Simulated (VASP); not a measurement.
A run of VASP 6.6.1 is set up as follows.

The input INCAR:

```
SYSTEM = Be2Cd2O
PREC = Accurate
ENCUT = 520
EDIFF = 1E-6
ISMEAR = 0
SIGMA = 0.1
LREAL = .FALSE.
LASPH = .TRUE.
NELM = 150
ALGO = Normal
ISIF = 2
LWAVE = .FALSE.
LCHARG = .FALSE.
ISPIN = 2
MAGMOM = 0 0 0 0 1
LORBIT = 11
GGA = PE
NBANDS = 29
```

File KPOINTS:

```
Automatic mesh
0
G
  6 6 6
  0 0 0
```

The input POSCAR:

```
Be2Cd2O
1.0
   -2.3608539738      2.3608539738      4.8295951749
    2.3608539738     -2.3608539738      4.8295951749
    2.3608539738      2.3608539738     -4.8295951749
Be Cd O
2 2 1
Direct
    0.1495234265      0.1495234265      0.0000000000
    0.8504765735      0.8504765735      0.0000000000
    0.7500000000      0.2500000000      0.5000000000
    0.2500000000      0.7500000000      0.5000000000
    0.0000000000      0.0000000000      0.0000000000
```

Potentials or basis: VASP PAW PBE potentials, release 64 (Be, Cd, O).

The run is started by

```bash
$ cat potpaw_PBE.64/Be/POTCAR potpaw_PBE.64/Cd/POTCAR potpaw_PBE.64/O/POTCAR > POTCAR
$ mpirun -np 1 vasp_std > vasp.out
```

Estimate the band gap on the k mesh.

zero (filled and empty bands overlap).

What does it give for the net moment?

0.00 μB per cell.

Predict the pressure.

0.4 GPa.

Predict the largest force.

0.003 eV/Å.

Forces on the atoms (eV/Å):
```
Be   0.000  0.000 -0.003
Be   0.000  0.000  0.003
Cd   0.000  0.000  0.000
Cd   0.000  0.000  0.000
O    0.000  0.000  0.000
```
